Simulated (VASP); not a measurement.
Wanted: the native input for a VASP 6.6.1 run.

```
Task                   : single point
Functional             : r2SCAN
Potentials or basis    : VASP PAW PBE potentials, release 64 (C)
Cutoff                 : 520 eV
k mesh                 : 12 × 12 × 12
Occupations            : gaussian, width 0.05 eV
Spin                   : no spin polarisation
Dipole correction      : no
Further INCAR settings : ALGO = Normal; EDIFF = 1e-07; NBANDS = 11
```

The system is C.

```
C
1.0
     0.69733    2.19161    2.19161
     2.19161    0.69733    2.19161
     2.19161    2.19161    0.69733
C
2
Cartesian
  2.5403 2.5403 2.5403
  3.8104 3.8104 3.8104
```

This cell differs from its parent crystal: ratio of the length along [111] to the lengths across it x 1.7, volume and fractional coordinates fixed.

These files were run (other wordings do the same):

POSCAR

```
C
1.0
    0.6973314237      2.1916130458      2.1916130458
    2.1916130458      0.6973314237      2.1916130458
    2.1916130458      2.1916130458      0.6973314237
C
2
Direct
    0.5000000000      0.5000000000      0.5000000000
    0.7500000000      0.7500000000      0.7500000000
```

INCAR.step1

```
SYSTEM = C
  ALGO = Normal
  EDIFF = 1E-4
  ENCUT = 520
  GGA = PE
  ISMEAR = 0
  LASPH = .True.
  LCHARG = .False.
  LREAL = .False.
  LWAVE = .True.
  NBANDS = 11
  NELM = 80
  PREC = Accurate
  SIGMA = 0.05
```

INCAR.step2

```
SYSTEM = C
  ALGO = Normal
  EDIFF = 1E-7
  ENCUT = 520
  ISIF = 2
  ISMEAR = 0
  ISTART = 1
  LASPH = .True.
  LCHARG = .True.
  LELF = .True.
  LMIXTAU = .True.
  LREAL = .False.
  LVHAR = .True.
  LWAVE = .False.
  METAGGA = R2SCAN
  NBANDS = 11
  NELM = 80
  PREC = Accurate
  SIGMA = 0.05
```

KPOINTS

```
k-points
0
Gamma
  12 12 12
  0 0 0
```

Potentials or basis: VASP PAW PBE potentials, release 64 (C).

Launch:

```console
$ cat potpaw_PBE.64/C/POTCAR > POTCAR
$ cp INCAR.step1 INCAR
$ mpirun -np 1 vasp_std > vasp.out
$ cp INCAR.step2 INCAR
$ mpirun -np 1 vasp_std > vasp.out
```

Results of the run:

```yaml
Pressure: 107.7 GPa
Largest_force: 3.692 eV/Å
Band_gap_on_the_k_mesh: zero (band 4 reaches 12.32 eV, above the bottom of band 5 at 7.03 eV)
```

Caveat: the PAW data sets were made with another functional, which shifts forces and pressure a little.

Run time: 2.4 min on 1 thread of Intel Xeon 8259CL (shared host), peak memory 0.15 GiB.
